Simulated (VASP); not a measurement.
# IrAu: relaxation of cell and atoms with PBE

The system is IrAu.

```
Ir Au
1.0
     0.00000    2.52833    2.52833
     2.52833    0.00000    2.52833
     2.52833    2.52833    0.00000
Ir Au
1 1
Direct
  0.00000 0.00000 0.00000
  0.50000 0.50000 0.50000
```

```yaml
Program: VASP 6.6.1
Task: relaxation of cell and atoms
Functional: PBE
Potentials_or_basis: VASP PAW PBE potentials, release 64 (Ir, Au)
Cutoff: 600 eV
k_mesh: 6 × 6 × 6
Occupations: gaussian, width 0.1 eV
Spin: no spin polarisation
Dipole_correction: no
Further_INCAR_settings: ALGO = Normal; EDIFF = 1e-06; IBRION = 2; EDIFFG = -0.04; NSW = 90; ISIF = 3
```

```json
{
  "Relaxed volume": "18.59 Å³/atom",
  "Relaxed cell": "a = 3.746 Å, b = 3.746 Å, c = 3.746 Å, α = 60.00°, β = 60.00°, γ = 60.00°",
  "Space group after relaxing (to 0.1 Å)": "Fm-3m (No. 225)",
  "Energy gained by relaxing": "226.0 meV/atom",
  "Ionic steps": "5",
  "Pressure after relaxing": "0.0 GPa",
  "Band gap on the k mesh": "zero (bands 10 and 11 overlap by 2.60 eV)"
}
```

The path:
```csv
step,energy change (eV),largest force (eV/Å),pressure (GPa),volume (Å³)
1,0.0000,0.0000,34.49,32.32
2,0.9676,0.0000,-21.84,51.49
3,-0.4459,0.0000,-2.90,37.83
4,-0.4516,0.0000,-0.65,37.32
5,-0.4519,0.0000,0.00,37.17
```

Final structure:
```yaml
crystal:
  lattice:
    - [0.00000, 2.64890, 2.64890]
    - [2.64890, 0.00000, 2.64890]
    - [2.64890, 2.64890, 0.00000]
  atoms:
    - { symbol: Ir, position: [0.00000, 0.00000, 0.00000] }
    - { symbol: Au, position: [0.50000, 0.50000, 0.50000] }
```

Levels at points of the mesh, in eV from the Fermi level:
| k point | band 8 | band 9 | band 10 | band 11 | band 12 | band 13 |
| --- | --- | --- | --- | --- | --- | --- |
| (0.00, 0.00, 0.00) | 0.24 | 0.24 | 1.84 | 1.84 | 9.57 | 9.57 |
| (0.50, 0.00, 0.00) | -2.21 | -1.94 | -0.76 | -0.76 | 0.23 | 11.68 |
| (0.50, 0.50, 0.00) | -0.38 | -0.38 | 0.28 | 1.78 | 4.13 | 4.28 |

Wall time 73 s on 1 thread of AMD EPYC 7R13, on a shared host, peak memory 0.15 GiB.

Caveat: spin-orbit coupling is left out, which moves the levels of the heavy elements.
